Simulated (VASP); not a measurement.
# ScCu (Pm-3m) in VASP: further runs, part 2 of 2

VASP 6.6.1.

### Step 3. Electric field gradients, LDA

File INCAR:

```
SYSTEM = ScCu
PREC = Accurate
ENCUT = 520
EDIFF = 1E-8
ISMEAR = -1
SIGMA = 0.05
LREAL = .False.
LASPH = .True.
NELM = 60
ALGO = Normal
ISIF = 2
LWAVE = .False.
LCHARG = .False.
GGA = CA
LEFG = .True.
NBANDS = 18
```

File KPOINTS:

```
regular mesh
0
Gamma
  11 11 11
  0 0 0
```

File POSCAR:

```
ScCu
1.0
    3.2560000000      0.0000000000      0.0000000000
    0.0000000000      3.2560000000      0.0000000000
    0.0000000000      0.0000000000      3.2560000000
Sc Cu
1 1
Direct
    0.5000000000      0.5000000000      0.5000000000
    0.0000000000      0.0000000000      0.0000000000
```

Potentials or basis: VASP PAW LDA potentials, release 64 (Sc_sv, Cu).

Launch:

```bash
> cat potpaw_LDA.64/Sc_sv/POTCAR potpaw_LDA.64/Cu/POTCAR > POTCAR
> mpirun -np 1 vasp_std > vasp.out
```

OUTCAR:

```text
SYSTEM = ScCu
   PREC = Accurate
   ENCUT = 520
   EDIFF = 1E-8
   ISMEAR = -1
   LREAL = .False.
   LASPH = .True.
   NELM = 60
   ISIF = 2
   GGA = CA

 ion  position               nearest neighbor table
   1  0.500  0.500  0.500-   2 2.82   2 2.82   2 2.82   2 2.82   2 2.82   2 2.82   2 2.82   2 2.82

   2  0.000  0.000  0.000-   1 2.82   1 2.82   1 2.82   1 2.82   1 2.82   1 2.82   1 2.82   1 2.82

  LATTYP: Found a simple cubic cell.
 ALAT       =     3.2560000000

  Lattice vectors:

 A1 = (   3.2560000000,   0.0000000000,   0.0000000000)
 A2 = (   0.0000000000,   3.2560000000,   0.0000000000)
 A3 = (   0.0000000000,   0.0000000000,   3.2560000000)

Analysis of symmetry for initial positions (statically):
=====================================================================
 Subroutine PRICEL returns:
 Original cell was already a primitive cell.

 Routine SETGRP: Setting up the symmetry group for a
 simple cubic supercell.

 Subroutine GETGRP returns: Found 48 space group operations
 (whereof 48 operations were pure point group operations)
 out of a pool of 48 trial point group operations.

The static configuration has the point symmetry O_h .

Analysis of symmetry for dynamics (positions and initial velocities):
=====================================================================
 Subroutine PRICEL returns:
 Original cell was already a primitive cell.

 Routine SETGRP: Setting up the symmetry group for a
 simple cubic supercell.

 Subroutine GETGRP returns: Found 48 space group operations
 (whereof 48 operations were pure point group operations)
 out of a pool of 48 trial point group operations.

[... 150 lines left out ...]
 cond. band min:       5.2746208148   @ k =   0.2727   0.1818   0.0000
 fundamental gap:      0.0189120108
 Fermi energy:         5.2668426105

 k-point     1 :       0.0000    0.0000    0.0000
  band No.  band energies     occupation
      1     -43.8281      2.00000
      2     -22.6847      2.00000
      3     -22.6847      2.00000
      4     -22.6847      2.00000
      5      -1.7707      2.00000
      6       1.4074      2.00000
[... 481 lines left out ...]
      5      -0.3902      2.00000
      6       1.6691      2.00000
[... 10 lines left out ...]
     17      13.6092      0.00000
     18      13.7914      0.00000

 [... further k-points ...]
[... 5 lines left out ...]
  --------------------------------------------------------------------------------------
  -------------------------------------------------------------------------------------
  Total       -1.5380695     -1.5380695     -1.5380695      0.0000000      0.0000000     -0.0000000
  in kB      -71.3893367    -71.3893367    -71.3893367      0.0000000      0.0000000     -0.0000000
  external PRESSURE =     -71.3893367 kB  Pullay stress =       0.0000000 kB

 VOLUME and BASIS-vectors are now :
 -----------------------------------------------------------------------------
  energy-cutoff  :      520.00
  volume of cell :       34.52
      direct lattice vectors                 reciprocal lattice vectors
     3.256000000  0.000000000  0.000000000     0.307125307  0.000000000  0.000000000
     0.000000000  3.256000000  0.000000000     0.000000000  0.307125307  0.000000000
     0.000000000  0.000000000  3.256000000     0.000000000  0.000000000  0.307125307

 POSITION                                       TOTAL-FORCE (eV/Angst)
 -----------------------------------------------------------------------------------
      1.62800      1.62800      1.62800         0.000000      0.000000      0.000000
      0.00000      0.00000      0.00000         0.000000      0.000000      0.000000
 -----------------------------------------------------------------------------------
    total drift:                                0.000000      0.000000     -0.000000

  FREE ENERGIE OF THE ION-ELECTRON SYSTEM (eV)
  ---------------------------------------------------
  free  energy   TOTEN  =       -11.9057441391 eV

  energy  without entropy=      -11.8908609028  energy(sigma->0) =      -11.89830252

 Electric field gradients (V/A^2)
---------------------------------------------------------------------
 ion       V_xx      V_yy      V_zz      V_xy      V_xz      V_yz
---------------------------------------------------------------------
   1       0.000     0.000     0.000     0.000    -0.000    -0.000
   2      -0.000    -0.000     0.000    -0.000    -0.000     0.000
---------------------------------------------------------------------

 Electric field gradients after diagonalization (V/A^2)
 (convention: |V_zz| > |V_xx| > |V_yy|)
----------------------------------------------------------------------
 ion       V_xx      V_yy      V_zz     asymmetry (V_yy - V_xx)/ V_zz
----------------------------------------------------------------------
   1       0.000     0.000     0.000      -0.343
   2      -0.000     0.000    -0.000      -1.035
----------------------------------------------------------------------

           NMR quadrupolar parameters

 Cq : quadrupolar parameter    Cq=e*Q*V_zz/h
 eta: asymmetry parameters     (V_yy - V_xx)/ V_zz
 Q  : nuclear electric quadrupole moment in mb (millibarn)
----------------------------------------------------------------------
 ion       Cq(MHz)       eta       Q (mb)
----------------------------------------------------------------------
   1       0.000      -0.343       1.000
   2      -0.000      -1.035       1.000
----------------------------------------------------------------------
```

OSZICAR:

```text
N       E                     dE             d eps       ncg     rms          rms(c)
DAV:   1     0.206902631808E+03    0.20690E+03   -0.11068E+04  2104   0.168E+03
DAV:   2    -0.516741197144E+01   -0.21207E+03   -0.20714E+03  2016   0.406E+02
DAV:   3    -0.138760601973E+02   -0.87086E+01   -0.85392E+01  2848   0.116E+02
DAV:   4    -0.139936623556E+02   -0.11760E+00   -0.11732E+00  2944   0.125E+01
DAV:   5    -0.139953827253E+02   -0.17204E-02   -0.17202E-02  2770   0.128E+00    0.119E+01
DAV:   6    -0.134586256265E+02    0.53676E+00   -0.20984E+01  2048   0.999E+01    0.733E+00
DAV:   7    -0.119607225493E+02    0.14979E+01   -0.59074E+00  2758   0.474E+01    0.147E+00
DAV:   8    -0.119209820944E+02    0.39740E-01   -0.19478E-01  2974   0.412E+00    0.932E-01
DAV:   9    -0.119120218543E+02    0.89602E-02   -0.92929E-02  3044   0.670E+00    0.542E-01
DAV:  10    -0.119058053476E+02    0.62165E-02   -0.27810E-02  2940   0.346E+00    0.804E-02
DAV:  11    -0.119057416136E+02    0.63734E-04   -0.59175E-04  3304   0.430E-01    0.180E-02
DAV:  12    -0.119057441735E+02   -0.25599E-05   -0.26729E-05  3196   0.597E-02    0.408E-03
DAV:  13    -0.119057443559E+02   -0.18239E-06   -0.16816E-06  3498   0.197E-02    0.358E-03
DAV:  14    -0.119057441623E+02    0.19361E-06   -0.31141E-07  3332   0.114E-02    0.131E-03
DAV:  15    -0.119057441403E+02    0.22035E-07   -0.12827E-07  3390   0.683E-03    0.267E-04
DAV:  16    -0.119057441391E+02    0.12187E-08   -0.43016E-09  1120   0.101E-03
   1 F= -.11905744E+02 E0= -.11898303E+02  d E =-.148832E-01
```

It took 22 s on 1 thread of Intel Xeon Platinum 8375C at 2.90GHz (Ice Lake), shared host; peak memory 0.15 GiB.

Results:

- Free energy: -11.9057 eV
- Pressure: -7.1 GPa
- Band gap on the k mesh: zero (band 11 reaches 5.77 eV, above the bottom of band 12 at 3.95 eV)

Caveat: without QUAD_EFG the Cq values of the log hold for a quadrupole moment of 1 mb, not for the nuclei.

### Step 4. Electric field gradients, LDA (volume scaled by 0.99)

INCAR is that of step 3.

KPOINTS is that of step 3.

File POSCAR:

```
ScCu
1.0
    3.2451102866      0.0000000000      0.0000000000
    0.0000000000      3.2451102866      0.0000000000
    0.0000000000      0.0000000000      3.2451102866
Sc Cu
1 1
Direct
    0.5000000000      0.5000000000      0.5000000000
    0.0000000000      0.0000000000      0.0000000000
```

Potentials or basis: VASP PAW LDA potentials, release 64 (Sc_sv, Cu).

Launch:

```bash
> cat potpaw_LDA.64/Sc_sv/POTCAR potpaw_LDA.64/Cu/POTCAR > POTCAR
> mpirun -np 1 vasp_std > vasp.out
```

OUTCAR:

```text
SYSTEM = ScCu
   PREC = Accurate
   ENCUT = 520
   EDIFF = 1E-8
   ISMEAR = -1
   LREAL = .False.
   LASPH = .True.
   NELM = 60
   ISIF = 2
   GGA = CA

 ion  position               nearest neighbor table
   1  0.500  0.500  0.500-   2 2.81   2 2.81   2 2.81   2 2.81   2 2.81   2 2.81   2 2.81   2 2.81

   2  0.000  0.000  0.000-   1 2.81   1 2.81   1 2.81   1 2.81   1 2.81   1 2.81   1 2.81   1 2.81

  LATTYP: Found a simple cubic cell.
 ALAT       =     3.2451102866

  Lattice vectors:

 A1 = (   3.2451102866,   0.0000000000,   0.0000000000)
 A2 = (   0.0000000000,   3.2451102866,   0.0000000000)
 A3 = (   0.0000000000,   0.0000000000,   3.2451102866)

Analysis of symmetry for initial positions (statically):
=====================================================================
 Subroutine PRICEL returns:
 Original cell was already a primitive cell.

 Routine SETGRP: Setting up the symmetry group for a
 simple cubic supercell.

 Subroutine GETGRP returns: Found 48 space group operations
 (whereof 48 operations were pure point group operations)
 out of a pool of 48 trial point group operations.

The static configuration has the point symmetry O_h .

Analysis of symmetry for dynamics (positions and initial velocities):
=====================================================================
 Subroutine PRICEL returns:
 Original cell was already a primitive cell.

 Routine SETGRP: Setting up the symmetry group for a
 simple cubic supercell.

 Subroutine GETGRP returns: Found 48 space group operations
 (whereof 48 operations were pure point group operations)
 out of a pool of 48 trial point group operations.

[... 150 lines left out ...]
 cond. band min:       5.3622965885   @ k =   0.2727   0.1818   0.0000
 fundamental gap:      0.0169538956
 Fermi energy:         5.3522562759

 k-point     1 :       0.0000    0.0000    0.0000
  band No.  band energies     occupation
      1     -43.7171      2.00000
      2     -22.5723      2.00000
      3     -22.5723      2.00000
      4     -22.5723      2.00000
      5      -1.7267      2.00000
      6       1.4516      2.00000
[... 481 lines left out ...]
      5      -0.3353      2.00000
      6       1.7180      2.00000
[... 10 lines left out ...]
     17      13.7734      0.00000
     18      13.9505      0.00000

 [... further k-points ...]
[... 5 lines left out ...]
  --------------------------------------------------------------------------------------
  -------------------------------------------------------------------------------------
  Total       -1.3582407     -1.3582407     -1.3582407      0.0000000      0.0000000     -0.0000000
  in kB      -63.6793958    -63.6793958    -63.6793958      0.0000000      0.0000000     -0.0000000
  external PRESSURE =     -63.6793958 kB  Pullay stress =       0.0000000 kB

 VOLUME and BASIS-vectors are now :
 -----------------------------------------------------------------------------
  energy-cutoff  :      520.00
  volume of cell :       34.17
      direct lattice vectors                 reciprocal lattice vectors
     3.245110287  0.000000000  0.000000000     0.308155937  0.000000000  0.000000000
     0.000000000  3.245110287  0.000000000     0.000000000  0.308155937  0.000000000
     0.000000000  0.000000000  3.245110287     0.000000000  0.000000000  0.308155937

 POSITION                                       TOTAL-FORCE (eV/Angst)
 -----------------------------------------------------------------------------------
      1.62256      1.62256      1.62256         0.000000      0.000000      0.000000
      0.00000      0.00000      0.00000         0.000000      0.000000      0.000000
 -----------------------------------------------------------------------------------
    total drift:                                0.000000      0.000000     -0.000000

  FREE ENERGIE OF THE ION-ELECTRON SYSTEM (eV)
  ---------------------------------------------------
  free  energy   TOTEN  =       -11.9201350525 eV

  energy  without entropy=      -11.9053961879  energy(sigma->0) =      -11.91276562

 Electric field gradients (V/A^2)
---------------------------------------------------------------------
 ion       V_xx      V_yy      V_zz      V_xy      V_xz      V_yz
---------------------------------------------------------------------
   1      -0.000    -0.000     0.000    -0.000    -0.000     0.000
   2      -0.000    -0.000    -0.000     0.000     0.000     0.000
---------------------------------------------------------------------

 Electric field gradients after diagonalization (V/A^2)
 (convention: |V_zz| > |V_xx| > |V_yy|)
----------------------------------------------------------------------
 ion       V_xx      V_yy      V_zz     asymmetry (V_yy - V_xx)/ V_zz
----------------------------------------------------------------------
   1      -0.000    -0.000     0.000       0.520
   2      -0.000    -0.000    -0.000      -0.347
----------------------------------------------------------------------

           NMR quadrupolar parameters

 Cq : quadrupolar parameter    Cq=e*Q*V_zz/h
 eta: asymmetry parameters     (V_yy - V_xx)/ V_zz
 Q  : nuclear electric quadrupole moment in mb (millibarn)
----------------------------------------------------------------------
 ion       Cq(MHz)       eta       Q (mb)
----------------------------------------------------------------------
   1       0.000       0.520       1.000
   2      -0.000      -0.347       1.000
----------------------------------------------------------------------
```

OSZICAR:

```text
N       E                     dE             d eps       ncg     rms          rms(c)
DAV:   1     0.211436576691E+03    0.21144E+03   -0.10982E+04  2080   0.167E+03
DAV:   2    -0.474991463492E+01   -0.21619E+03   -0.21095E+03  2040   0.410E+02
DAV:   3    -0.138710250184E+02   -0.91211E+01   -0.89505E+01  2810   0.117E+02
DAV:   4    -0.140079069799E+02   -0.13688E+00   -0.13635E+00  2942   0.135E+01
DAV:   5    -0.140102703408E+02   -0.23634E-02   -0.23630E-02  2768   0.150E+00    0.120E+01
DAV:   6    -0.134923788709E+02    0.51789E+00   -0.21119E+01  2064   0.101E+02    0.738E+00
DAV:   7    -0.119749188257E+02    0.15175E+01   -0.59106E+00  2730   0.476E+01    0.146E+00
DAV:   8    -0.119359293232E+02    0.38990E-01   -0.19910E-01  3034   0.414E+00    0.956E-01
DAV:   9    -0.119267406558E+02    0.91887E-02   -0.98612E-02  3010   0.694E+00    0.555E-01
DAV:  10    -0.119201919877E+02    0.65487E-02   -0.28852E-02  2898   0.355E+00    0.799E-02
DAV:  11    -0.119201327711E+02    0.59217E-04   -0.60793E-04  3296   0.430E-01    0.191E-02
DAV:  12    -0.119201351025E+02   -0.23313E-05   -0.26968E-05  3262   0.642E-02    0.436E-03
DAV:  13    -0.119201352563E+02   -0.15384E-06   -0.17681E-06  3342   0.197E-02    0.345E-03
DAV:  14    -0.119201350743E+02    0.18197E-06   -0.29707E-07  3364   0.112E-02    0.126E-03
DAV:  15    -0.119201350534E+02    0.20887E-07   -0.12135E-07  3378   0.667E-03    0.285E-04
DAV:  16    -0.119201350525E+02    0.92268E-09   -0.41856E-09  1126   0.104E-03
   1 F= -.11920135E+02 E0= -.11912766E+02  d E =-.147389E-01
```

stdout:

```text
POSCAR found type information on POSCAR ScCu
 POSCAR found :  2 types and       2 ions
 scaLAPACK will be used
 LDA part: xc-table for (Slater(with rela. corr.)+CA(PZ))
 , standard interpolation
 POSCAR, INCAR and KPOINTS ok, starting setup
 FFT: planning ... GRIDC
 FFT: planning ... GRID_SOFT
 FFT: planning ... GRID
 WAVECAR not read
 entering main loop
ion   1

ion   2
```

Wall time 20 s (1 thread of Intel Xeon Platinum 8375C at 2.90GHz (Ice Lake), shared host); peak memory 0.15 GiB.

What came out:

```
Free energy            : -11.9201 eV
Pressure               : -6.4 GPa
Band gap on the k mesh : zero (band 11 reaches 5.86 eV, above the bottom of band 12 at 4.01 eV)
```

Levels at points of the mesh, in eV from the Fermi level:
| k point | band 9 | band 10 | band 11 | band 12 | band 13 | band 14 |
| --- | --- | --- | --- | --- | --- | --- |
| (0.00, 0.00, 0.00) | -3.06 | -3.06 | 0.48 | 0.48 | 3.16 | 3.16 |

Caveat: without QUAD_EFG the Cq values of the log hold for a quadrupole moment of 1 mb, not for the nuclei.
